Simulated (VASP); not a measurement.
Set up this calculation in VASP 6.6.1, as the native input.

```yaml
Task: single point
Functional: r2SCAN
Potentials_or_basis: VASP PAW PBE potentials, release 64 (K_sv, S, Sc_sv)
Cutoff: 520 eV
k_mesh: 6 × 6 × 4
Occupations: fermi-dirac, width 0.02 eV
Spin: no spin polarisation
Dipole_correction: no
Further_INCAR_settings: ALGO = Normal; EDIFF = 1e-06; NBANDS = 24
```

The system is KScS2.

```xyz
4
Lattice="4.1144 0.0000 0.0000 0.0000 4.1144 0.0000 0.0000 0.0000 5.5727" Properties=species:S:1:pos:R:3 pbc="T T T"
K     0.0000    0.0000    0.0000
S     0.0000    0.0000    2.7863
S     2.0572    2.0572    0.0000
Sc    2.0572    2.0572    2.7863
```

These files were run (other wordings do the same):

POSCAR

```
KScS2
1.0
    4.1144024739      0.0000000000      0.0000000000
    0.0000000000      4.1144024739      0.0000000000
    0.0000000000      0.0000000000      5.5726865715
K S Sc
1 2 1
Direct
    0.0000000000      0.0000000000      0.0000000000
    0.0000000000      0.0000000000      0.5000000000
    0.5000000000      0.5000000000      0.0000000000
    0.5000000000      0.5000000000      0.5000000000
```

INCAR.step1

```
PREC     = Accurate       # precision mode
ENCUT    = 520            # plane-wave cutoff, eV
ISMEAR   = -1             # smearing method
SIGMA    = 0.02           # smearing width, eV
LREAL    = F              # projectors in reciprocal space
LASPH    = T              # aspherical terms in the spheres
NELM     = 60             # most SCF steps
NBANDS   = 24             # bands
GGA      = PE             # functional
ALGO     = Normal         # electronic algorithm
EDIFF    = 1E-4           # SCF threshold, eV
LWAVE    = T              # write WAVECAR
LCHARG   = F              # write CHGCAR
```

INCAR.step2

```
PREC     = Accurate       # precision mode
ENCUT    = 520            # plane-wave cutoff, eV
EDIFF    = 1E-6           # SCF threshold, eV
ISMEAR   = -1             # smearing method
SIGMA    = 0.02           # smearing width, eV
LREAL    = F              # projectors in reciprocal space
LASPH    = T              # aspherical terms in the spheres
NELM     = 60             # most SCF steps
ALGO     = Normal         # electronic algorithm
ISIF     = 2              # what is computed and relaxed
LWAVE    = F              # write WAVECAR
LCHARG   = F              # write CHGCAR
METAGGA  = R2SCAN         # meta-GGA
LMIXTAU  = T            
NBANDS   = 24             # bands
ISTART   = 1
```

KPOINTS

```
regular mesh
0
Gamma
  6 6 4
```

Potentials or basis: VASP PAW PBE potentials, release 64 (K_sv, S, Sc_sv).

Command:

```sh
$ cat potpaw_PBE.64/K_sv/POTCAR potpaw_PBE.64/S/POTCAR potpaw_PBE.64/Sc_sv/POTCAR > POTCAR
$ cp INCAR.step1 INCAR
$ mpirun -np 1 vasp_std > vasp.out
$ cp INCAR.step2 INCAR
$ mpirun -np 1 vasp_std > vasp.out
```

Results of the run:

The pressure is -3.1 GPa and the band gap on the k mesh is 0.31 eV.

Caveat: the cell stands under tension; semilocal functionals underestimate gaps, and a narrow one can read as zero; the PAW data sets were made with another functional, which shifts forces and pressure a little.

Wall time 2.8 min on 1 thread of Intel(R) Xeon(R) Platinum 8375C CPU @ 2.90GHz (Ice Lake), on a shared host, peak memory 0.24 GiB.
